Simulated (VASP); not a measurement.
# PbO (P4/nmm) in VASP: a series of runs, part 2 of 2

VASP 6.6.1.

## (3) Single point, PBE (strain -0.050 along x and y, -0.025 along z)

Input file INCAR:

```
PREC = Accurate ; ENCUT = 520
EDIFF = 1E-6 ; ISMEAR = 0
SIGMA = 0.05 ; LREAL = False
LASPH = True ; NELM = 100
ALGO = Normal ; ISIF = 2
LWAVE = False ; LCHARG = False
GGA = PE ; NBANDS = 28
```

Input file KPOINTS:

```
regular mesh
0
Gamma
  8 8 6
```

Input file POSCAR:

```
PbO
1.0
    3.7756800000      0.0000000000      0.0000000000
    0.0000000000      3.7756800000      0.0000000000
    0.0000000000      0.0000000000      4.8964500000
Pb O
2 2
Direct
    0.0000000000      0.5000000000      0.2351000000
    0.5000000000      0.0000000000      0.7649000000
    0.0000000000      0.0000000000      0.0000000000
    0.5000000000      0.5000000000      0.0000000000
```

Potentials or basis: VASP PAW PBE potentials, release 64 (Pb_d, O).

Run with:

```console
cat potpaw_PBE.64/Pb_d/POTCAR potpaw_PBE.64/O/POTCAR > POTCAR
mpirun -np 1 vasp_std > vasp.out
```

Run time: 35 s. Hardware: 1 thread of Intel Xeon 6975P-C (Granite Rapids), shared host; peak memory 0.23 GiB.

Results (log left out):

| Quantity | Value |
| --- | --- |
| Free energy | -20.6502 eV |
| Pressure | 21.3 GPa |
| Largest force | 2.597 eV/Å |
| Band gap on the k mesh | 0.90 eV, indirect (least direct gap 2.54 eV) |

Forces on the atoms (eV/Å):
```
Pb   0.000  0.000  2.597
Pb   0.000  0.000 -2.597
O    0.000  0.000  0.000
O    0.000  0.000  0.000
```

Stress tensor (GPa, compression positive):
```
23.02  0.00  0.00
 0.00 23.02  0.00
 0.00  0.00 17.89
```

Levels at points of the mesh, in eV from the valence-band top:
| k point | band 18 | band 19 | band 20 | band 21 | band 22 | band 23 |
| --- | --- | --- | --- | --- | --- | --- |
| (0.00, 0.00, 0.00) | -2.48 | -2.48 | 0.00 | 2.60 | 5.33 | 5.90 |
| (0.50, 0.00, 0.00) | -4.00 | -2.36 | -2.36 | 3.43 | 3.43 | 6.88 |
| (0.50, 0.50, 0.00) | -2.06 | -1.78 | -1.78 | 0.90 | 0.90 | 5.17 |
| (0.00, 0.00, 0.50) | -2.51 | -2.51 | -1.75 | 1.99 | 3.97 | 3.97 |
| (0.50, 0.00, 0.50) | -3.98 | -1.53 | -1.53 | 3.01 | 3.01 | 6.72 |
| (0.50, 0.50, 0.50) | -2.67 | -1.79 | -1.79 | 3.21 | 3.21 | 4.86 |

Caveat: the cell differs from its parent crystal (strain -0.050 along x and y, -0.025 along z); spin-orbit coupling is left out, which moves the levels of the heavy elements; forces of over 1 eV/Å act on the atoms, so gaps and moduli don't describe the material at rest. A k mesh can miss the band edges.

## (4) Single point, PBE (strain -0.050 along x and y, +0.000 along z)

Input file INCAR:

```
SYSTEM = PbO
ALGO = Normal ; EDIFF = 1E-7
ENCUT = 520 ; GGA = PE
ISIF = 2 ; ISMEAR = 0
LASPH = .True. ; LCHARG = .False.
LREAL = .False. ; LWAVE = .False.
NBANDS = 28 ; NELM = 80
PREC = Accurate ; SIGMA = 0.05
```

Input file KPOINTS:

```
k-points
0
Gamma
  8 8 6
  0 0 0
```

Changes to POSCAR since step 3:

```diff
@@ -4,3 +4,3 @@
     0.0000000000      3.7756800000      0.0000000000
-    0.0000000000      0.0000000000      4.8964500000
+    0.0000000000      0.0000000000      5.0220000000
 Pb O
```

Run with:

```console
cat potpaw_PBE.64/Pb_d/POTCAR potpaw_PBE.64/O/POTCAR > POTCAR
mpirun -np 1 vasp_std > vasp.out
```

It took 39 s on 1 thread of Intel Xeon 6975P-C (Granite Rapids), shared host; peak memory 0.24 GiB.

It converged, with:

```yaml
Free_energy: -20.8309 eV
Pressure: 17.8 GPa
Largest_force: 2.010 eV/Å
Band_gap_on_the_k_mesh: 0.89 eV, indirect (least direct gap 2.52 eV)
```

Forces on the atoms (eV/Å):
```
Pb   0.000  0.000  2.010
Pb   0.000  0.000 -2.010
O    0.000  0.000  0.000
O    0.000  0.000  0.000
```

Stress tensor (GPa, compression positive):
```
19.66  0.00  0.00
 0.00 19.66  0.00
 0.00  0.00 14.12
```

Levels at points of the mesh, in eV from the valence-band top:
```
           k point  band 17  band 18  band 19  band 20  band 21  band 22  band 23  band 24
(0.00, 0.00, 0.00)    -2.43    -2.29    -2.29     0.00     2.54     5.22     5.86     5.86
(0.50, 0.00, 0.00)    -3.82    -3.82    -2.36    -2.36     3.28     3.28     6.80     6.80
(0.50, 0.50, 0.00)    -2.13    -2.13    -1.63    -1.63     0.89     0.89     5.03     5.03
(0.00, 0.00, 0.50)    -2.45    -2.32    -2.32    -1.83     2.13     4.00     4.00     4.61
(0.50, 0.00, 0.50)    -3.80    -3.80    -1.56    -1.56     2.87     2.87     6.71     6.71
(0.50, 0.50, 0.50)    -2.66    -2.66    -1.63    -1.63     3.13     3.13     4.61     4.61
```

Caveat: the cell differs from its parent crystal (strain -0.050 along x and y, +0.000 along z); spin-orbit coupling is left out, which moves the levels of the heavy elements; forces of over 1 eV/Å act on the atoms, so gaps and moduli don't describe the material at rest.

## (5) Single point, PBE (strain -0.025 along x and y, -0.050 along z)

Input file INCAR:

```
SYSTEM = PbO
ALGO     = Normal         ! electronic algorithm
EDIFF    = 1E-6           ! SCF threshold, eV
ENCUT    = 520            ! plane-wave cutoff, eV
GGA      = PE             ! functional
ISIF     = 2              ! what is computed and relaxed
ISMEAR   = 0              ! smearing method
LASPH    = .True.         ! aspherical terms in the spheres
LCHARG   = .False.        ! write CHGCAR
LREAL    = .False.        ! projectors in reciprocal space
LWAVE    = .False.        ! write WAVECAR
NBANDS   = 28             ! bands
NELM     = 60             ! most SCF steps
PREC     = Accurate       ! precision mode
SIGMA    = 0.05           ! smearing width, eV
```

KPOINTS is that of step 4.

Input file POSCAR:

```
PbO
1.0
    3.8750400000      0.0000000000      0.0000000000
    0.0000000000      3.8750400000      0.0000000000
    0.0000000000      0.0000000000      4.7709000000
Pb O
2 2
Direct
    0.0000000000      0.5000000000      0.2351000000
    0.5000000000      0.0000000000      0.7649000000
    0.0000000000      0.0000000000      0.0000000000
    0.5000000000      0.5000000000      0.0000000000
```

Run with:

```console
cat potpaw_PBE.64/Pb_d/POTCAR potpaw_PBE.64/O/POTCAR > POTCAR
mpirun -np 1 vasp_std > vasp.out
```

Wall time 41 s (1 thread of Intel Xeon 6975P-C (Granite Rapids), shared host); peak memory 0.24 GiB.

The run converged. Its results:

| Item | Value |
| --- | --- |
| Free energy | -20.9248 eV |
| Pressure | 16.5 GPa |
| Largest force | 2.204 eV/Å |
| Band gap on the k mesh | 1.12 eV, indirect (least direct gap 2.40 eV) |

Forces in eV/Å, atoms in the order of the input:
```
Pb   0.000  0.000  2.204
Pb   0.000  0.000 -2.204
O    0.000  0.000  0.000
O    0.000  0.000  0.000
```

Stress tensor (GPa, compression positive):
```
17.25  0.00  0.00
 0.00 17.25  0.00
 0.00  0.00 14.87
```

Levels at points of the mesh, in eV from the valence-band top:
| k point | band 18 | band 19 | band 20 | band 21 | band 22 | band 23 |
| --- | --- | --- | --- | --- | --- | --- |
| (0.00, 0.00, 0.00) | -2.31 | -2.18 | -0.04 | 2.58 | 5.64 | 5.89 |
| (0.50, 0.00, 0.00) | -3.74 | -1.96 | -1.96 | 3.66 | 3.66 | 6.90 |
| (0.50, 0.50, 0.00) | -1.71 | -1.60 | -1.60 | 1.12 | 1.12 | 5.52 |
| (0.00, 0.00, 0.50) | -2.34 | -2.23 | -1.16 | 1.80 | 4.01 | 4.01 |
| (0.50, 0.00, 0.50) | -3.70 | -1.19 | -1.19 | 3.25 | 3.25 | 6.59 |
| (0.50, 0.50, 0.50) | -2.44 | -1.60 | -1.60 | 3.52 | 3.52 | 5.17 |

Caveat: the cell differs from its parent crystal (strain -0.025 along x and y, -0.050 along z); spin-orbit coupling is left out, which moves the levels of the heavy elements; forces of over 1 eV/Å act on the atoms, so gaps and moduli don't describe the material at rest. A k mesh can miss the band edges.

## (6) Single point, PBE (strain -0.050 along x and y, +0.025 along z)

Input file INCAR:

```
SYSTEM = PbO
ALGO = Normal ; EDIFF = 1E-7
ENCUT = 520 ; GGA = PE
ISIF = 2 ; ISMEAR = 0
LASPH = .TRUE. ; LCHARG = .FALSE.
LREAL = .FALSE. ; LWAVE = .FALSE.
NBANDS = 28 ; NELM = 100
PREC = Accurate ; SIGMA = 0.05
```

Input file KPOINTS:

```
k-points
0
G
  8 8 6
  0 0 0
```

Input file POSCAR:

```
PbO
1.0
    3.7756800000      0.0000000000      0.0000000000
    0.0000000000      3.7756800000      0.0000000000
    0.0000000000      0.0000000000      5.1475500000
Pb O
2 2
Direct
    0.0000000000      0.5000000000      0.2351000000
    0.5000000000      0.0000000000      0.7649000000
    0.0000000000      0.0000000000      0.0000000000
    0.5000000000      0.5000000000      0.0000000000
```

Potentials or basis: VASP PAW PBE potentials, release 64 (Pb_d, O).

Run with:

```console
cat potpaw_PBE.64/Pb_d/POTCAR potpaw_PBE.64/O/POTCAR > POTCAR
mpirun -np 1 vasp_std > vasp.out
```

Run time: 43 s. Hardware: 1 thread of Intel Xeon 6975P-C (Granite Rapids), shared host; peak memory 0.24 GiB.

The run converged. Its results:

| Property | Result |
| --- | --- |
| Free energy | -20.9701 eV |
| Pressure | 14.6 GPa |
| Largest force | 1.429 eV/Å |
| Band gap on the k mesh | 0.90 eV, indirect (least direct gap 2.35 eV) |

Forces on the atoms (eV/Å):
```
Pb   0.000  0.000  1.429
Pb   0.000  0.000 -1.429
O    0.000  0.000  0.000
O    0.000  0.000  0.000
```

Stress tensor (GPa, compression positive):
```
16.71  0.00  0.00
 0.00 16.71  0.00
 0.00  0.00 10.47
```

Levels at points of the mesh, in eV from the valence-band top:
```csv
k point,band 17,band 18,band 19,band 20,band 21,band 22,band 23,band 24
"(0.00, 0.00, 0.00)",-2.34,-2.09,-2.09,0.00,2.50,5.16,5.84,5.84
"(0.50, 0.00, 0.00)",-3.62,-3.62,-2.33,-2.33,3.15,3.15,6.73,6.73
"(0.50, 0.50, 0.00)",-2.17,-2.17,-1.45,-1.45,0.90,0.90,4.93,4.93
"(0.00, 0.00, 0.50)",-2.35,-2.12,-2.12,-1.89,2.27,4.05,4.05,4.74
"(0.50, 0.00, 0.50)",-3.61,-3.61,-1.57,-1.57,2.74,2.74,6.71,6.71
"(0.50, 0.50, 0.50)",-2.63,-2.63,-1.45,-1.45,3.08,3.08,4.39,4.39
```

Caveat: the cell differs from its parent crystal (strain -0.050 along x and y, +0.025 along z); spin-orbit coupling is left out, which moves the levels of the heavy elements; forces of over 1 eV/Å act on the atoms, so gaps and moduli don't describe the material at rest.

## (7) Summary

| cell | gap on the mesh (eV) | pressure (GPa) | largest force (eV/Å) |
| --- | --- | --- | --- |
| a = 3.776, b = 3.776, c = 4.771 Å, 4 atoms | 0.92 | 25.2 | 3.19 |
| a = 3.776, b = 3.776, c = 4.896 Å, 4 atoms | 0.90 | 21.3 | 2.60 |
| a = 3.776, b = 3.776, c = 5.022 Å, 4 atoms | 0.89 | 17.8 | 2.01 |
| a = 3.875, b = 3.875, c = 4.771 Å, 4 atoms | 1.12 | 16.5 | 2.20 |
| a = 3.776, b = 3.776, c = 5.148 Å, 4 atoms | 0.90 | 14.6 | 1.43 |

Alike in all rows: task single point; level PBE; potentials or basis VASP PAW PBE potentials, release 64 (Pb_d, O); no spin polarisation; k mesh 8 × 8 × 6; cutoff (eV) 520; smearing gaussian 0.05 eV.

Caveats: spin-orbit coupling is left out, which moves the levels of the heavy elements; forces of over 1 eV/Å act on the atoms, so gaps and moduli don't describe the material at rest.

Total energies depend on the potentials used, so only differences within one code and one set of settings carry meaning.
